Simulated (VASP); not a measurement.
Write the native input for VASP 6.6.1 that does the following.

```yaml
Task: single point
Functional: PBE
Potentials_or_basis: VASP PAW PBE potentials, release 64 (Zr_sv, Ge_d, Mo_sv)
Cutoff: 520 eV
k_mesh: 12 × 12 × 4
Occupations: gaussian, width 0.1 eV
Spin: no spin polarisation
Dipole_correction: no
Further_INCAR_settings: ALGO = Normal; EDIFF = 1e-06; NBANDS = 50
```

The structure of ZrGe4Mo lies in POSCAR:

```
ZrGe4Mo
1.0
    3.0976559456      0.0000000000      0.0000000000
   -1.5488279728      2.6826487411      0.0000000000
    0.0000000000      0.0000000000     12.9873619295
Zr Ge Mo
1 4 1
Direct
    0.6666666667      0.3333333333      0.5000000000
    0.3333333333      0.6666666667      0.6771432146
    0.0000000000      0.0000000000      0.8495836627
    0.0000000000      0.0000000000      0.1504163373
    0.3333333333      0.6666666667      0.3228567854
    0.6666666667      0.3333333333      0.0000000000
```

The cell was generated, and may not be a known phase.

The input as run:

INCAR

```
  PREC = Accurate
  ENCUT = 520
  EDIFF = 1E-6
  ISMEAR = 0
  SIGMA = 0.1
  LREAL = False
  LASPH = True
  NELM = 60
  ALGO = Normal
  ISIF = 2
  LWAVE = False
  LCHARG = False
  GGA = PE
  NBANDS = 50
```

KPOINTS

```
regular mesh
0
Gamma
  12 12 4
```

Potentials or basis: VASP PAW PBE potentials, release 64 (Zr_sv, Ge_d, Mo_sv).

The run is started by

```console
$ cat potpaw_PBE.64/Zr_sv/POTCAR potpaw_PBE.64/Ge_d/POTCAR potpaw_PBE.64/Mo_sv/POTCAR > POTCAR
$ mpirun -np 1 vasp_std > vasp.out
```

It gave:

The pressure is 0.1 GPa and the largest force is 0.019 eV/Å. The band gap on the k mesh is zero (bands 41 and 42 overlap by 2.20 eV).

Run time: 4.5 min on 1 thread of Intel(R) Xeon(R) Platinum 8488C (Sapphire Rapids), with other jobs on the host, peak memory 0.4 GiB.
